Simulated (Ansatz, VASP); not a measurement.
**C in VASP and in Ansatz**

```
C
1.0
     1.21596   -2.14796    0.00912
     1.22325    2.15217   -0.04137
    -0.09419   -0.08515    7.14765
C
4
Direct
  0.10349 0.94562 0.74880
  0.59081 0.41384 0.23941
  0.92426 0.08600 0.24211
  0.42852 0.58933 0.74862
```

Change from the starting cell: kmesh displaced: [4, 4, 2] Gamma-centred.

Alike in both runs: task single point; functional LDA; k mesh 4 × 4 × 2; occupations gaussian, width 0.1 eV; no spin polarisation.

|  | VASP | Ansatz |
| --- | --- | --- |
| version | VASP 6.6.1 | Ansatz 0.2.0 |
| potentials or method | VASP PAW LDA potentials, release 64 (C), cutoff 520 eV | scalar-relativistic, plane waves, PAW |
| valence electrons in the cell | 16 | 16 |

VASP gave:

| Property | Result |
| --- | --- |
| gap on the k mesh at the Fermi level (eV) | 2.96 |
| least direct gap on the mesh (eV) | 2.96 |
| pressure (GPa) | -4.5 |
| traceless stress, the component that is largest in VASP (GPa) | -10.92 |
| rms of the force components (eV/Å) | 1.305 |

Question: What did Ansatz give for the same quantities?

Answer: gap on the k mesh at the Fermi level (eV): 2.97; least direct gap on the mesh (eV): 2.97; pressure (GPa): -5.2; traceless stress, the component that is largest in VASP (GPa): -11.31; rms of the force components (eV/Å): 1.307.

LDA's correlation is that of Perdew and Zunger in VASP and of Perdew and Wang (1992) in Ansatz. Atom by atom the forces differ by 0.003 eV/Å (rms over components).

The k mesh is coarse, so the values compare programs but aren't converged.
